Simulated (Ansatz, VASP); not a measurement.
# Two plane-wave programs on InO

```xyz
4
Lattice="3.3745 0.0000 0.0000 -1.6872 2.9224 0.0000 0.0000 0.0000 16.3761" Properties=species:S:1:pos:R:3 pbc="T T T"
In    1.6872    0.9741    9.6542
In    1.6872    0.9741    6.7220
O     0.0000    0.0000   10.4787
O     0.0000    0.0000    5.8974
```

Alike in both runs: task single point; functional PBE; dispersion D3(BJ); k mesh 12 × 12 × 4; occupations gaussian, width 0.05 eV; no spin polarisation.

```csv
,VASP,Ansatz
version,VASP 6.6.1,Ansatz 0.2.0
potentials or method,"VASP PAW PBE potentials, release 64 (In_d, O), cutoff 600 eV","scalar-relativistic, plane waves, PAW"
valence electrons in the cell,38,38
```

|  | VASP | Ansatz | Ansatz less VASP |
| --- | --- | --- | --- |
| gap on the k mesh at the Fermi level (eV) | 0.27 | 0.28 | +0.008 |
| least direct gap on the mesh (eV) | 1.23 | 1.24 | +0.011 |
| rms of the force components (eV/Å) | 0.219 | 0.202 | -0.0167 |

Atom by atom the forces differ by 0.021 eV/Å (rms over components).
